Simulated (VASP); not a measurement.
C: single point with r2SCAN

C:

```
CELL_PARAMETERS angstrom
-2.39267 2.39267 2.50198
2.39267 -2.39267 2.50198
2.39267 2.39267 -2.50198
ATOMIC_POSITIONS crystal
C 0.32546 0.00000 0.00000
C 0.67454 0.67454 0.67454
C 0.00000 0.32546 0.00000
C 0.00000 0.00000 0.32546
C 0.00000 0.67454 0.00000
C 0.32546 0.32546 0.32546
C 0.67454 0.00000 0.00000
C 0.00000 0.00000 0.67454
```

This cell differs from its parent crystal: strain -0.015 along x and y, +0.030 along z.

```json
{"Program": "VASP 6.6.1", "Task": "single point", "Functional": "r2SCAN", "Potentials or basis": "VASP PAW PBE potentials, release 64 (C)", "Cutoff": "520 eV", "k mesh": "8 × 8 × 8", "Occupations": "gaussian, width 0.05 eV", "Spin": "no spin polarisation", "Dipole correction": "no", "Further INCAR settings": "ALGO = Normal; EDIFF = 1e-06; NBANDS = 26"}
```

The pressure is 1.7 GPa, the largest force is 0.844 eV/Å and the band gap on the k mesh is 2.50 eV (least direct gap 2.88 eV).

Forces in eV/Å, atoms in the order of the input:
```
C   -0.436  0.436 -0.576
C   -0.436 -0.436  0.576
C    0.436 -0.436 -0.576
C    0.436  0.436  0.576
C   -0.436  0.436  0.576
C    0.436  0.436 -0.576
C    0.436 -0.436  0.576
C   -0.436 -0.436 -0.576
```

Stress tensor (GPa, compression positive):
```
  9.93   0.00   0.00
  0.00   9.93   0.00
  0.00   0.00 -14.70
```

Levels at points of the mesh, in eV from the valence-band top:
| k point | band 12 | band 13 | band 14 | band 15 | band 16 | band 17 | band 18 | band 19 | band 20 | band 21 |
| --- | --- | --- | --- | --- | --- | --- | --- | --- | --- | --- |
| (0.00, 0.00, 0.00) | -5.71 | -5.58 | -0.75 | -0.75 | -0.09 | 2.80 | 4.66 | 4.66 | 8.14 | 8.59 |
| (0.50, 0.00, 0.00) | -5.17 | -3.79 | -3.22 | -2.78 | -2.30 | 3.84 | 5.92 | 6.06 | 6.94 | 7.01 |
| (0.50, 0.50, 0.00) | -5.01 | -3.73 | -3.23 | -2.56 | -2.28 | 4.15 | 4.46 | 5.55 | 6.39 | 7.70 |
| (0.50, 0.50, 0.50) | -6.91 | -6.15 | -0.59 | 0.00 | 0.00 | 3.91 | 5.55 | 5.55 | 6.71 | 7.74 |

Run time: 2.3 min on 1 thread of Intel(R) Xeon(R) Platinum 8488C (Sapphire Rapids), with other jobs on the host, peak memory 0.2 GiB.

Caveat: the cell differs from its parent crystal (strain -0.015 along x and y, +0.030 along z); the stress differs along the axes, from -15 to 10 GPa; the PAW data sets were made with another functional, which shifts forces and pressure a little. A k mesh can miss the band edges.
